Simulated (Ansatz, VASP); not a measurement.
InSb: VASP beside Ansatz

Contents of INCAR:

```
ALGO     = Normal         # electronic algorithm
EDIFF    = 1E-6           # SCF threshold, eV
ENCUT    = 520            # plane-wave cutoff, eV
GGA      = PE             # functional
ISIF     = 2              # what is computed and relaxed
ISMEAR   = -1             # smearing method
LASPH    = True           # aspherical terms in the spheres
LCHARG   = False          # write CHGCAR
LREAL    = False          # projectors in reciprocal space
LWAVE    = False          # write WAVECAR
NBANDS   = 16             # bands
NELM     = 100            # most SCF steps
PREC     = Accurate       # precision mode
SIGMA    = 0.02           # smearing width, eV
```

File KPOINTS:

```
k-points
0
Gamma
  6 6 6
```

POSCAR

```
InSb
1.0
    0.0000000000      3.3451032779      3.3451032779
    3.3451032779      0.0000000000      3.3451032779
    3.3451032779      3.3451032779      0.0000000000
In Sb
1 1
Direct
    0.0000000000      0.0000000000      0.0000000000
    0.2500000000      0.2500000000      0.2500000000
```

Input for Ansatz:

```yaml
crystal:
  lattice:
    - [0.0, 3.3451032779, 3.3451032779]
    - [3.3451032779, 0.0, 3.3451032779]
    - [3.3451032779, 3.3451032779, 0.0]
  atoms:
    - { symbol: In, position: [0.0, 0.0, 0.0] }
    - { symbol: Sb, position: [0.25, 0.25, 0.25] }
kpoints:
  mp_grid: { grid: [6, 6, 6] }
  band_path:
    path:
      - [0.0, 0.0, 0.0]
      - [-0.5, -0.5, 0.0]
      - [-0.375, -0.375, 0.25]
      - [-0.375, 0.0, 0.375]
      - [0.0, 0.0, 0.5]
      - [-0.5, -0.25, 0.25]
    npoints: 1
hamiltonian:
  xc: pbe
scf:
  occupations: { method: fermi_dirac, width: 0.02 }
  n_extra_bands: 4
output:
  forces: true
  stress: true
  eigenvalues: true
```

Change from the starting cell: hydrostatic strain +2.0%.

Alike in both runs: task single point; functional PBE; k mesh 6 × 6 × 6; occupations fermi-dirac, width 0.02 eV; no spin polarisation.

|  | VASP | Ansatz |
| --- | --- | --- |
| version | VASP 6.6.1 | Ansatz 0.2.0 |
| potentials or method | VASP PAW PBE potentials, release 64 (In_d, Sb) | plane waves, PAW |
| plane-wave cutoff (eV) | 520 | 420 |
| valence electrons in the cell | 18 | 28 |

```csv
,VASP,Ansatz,Ansatz less VASP
pressure (GPa),-0.8,-0.8,+0.03
```

VASP's potentials hold 18 valence electrons a cell and Ansatz's 28, so a difference there can come from the potentials and not from the codes.

Spin-orbit coupling is off throughout.
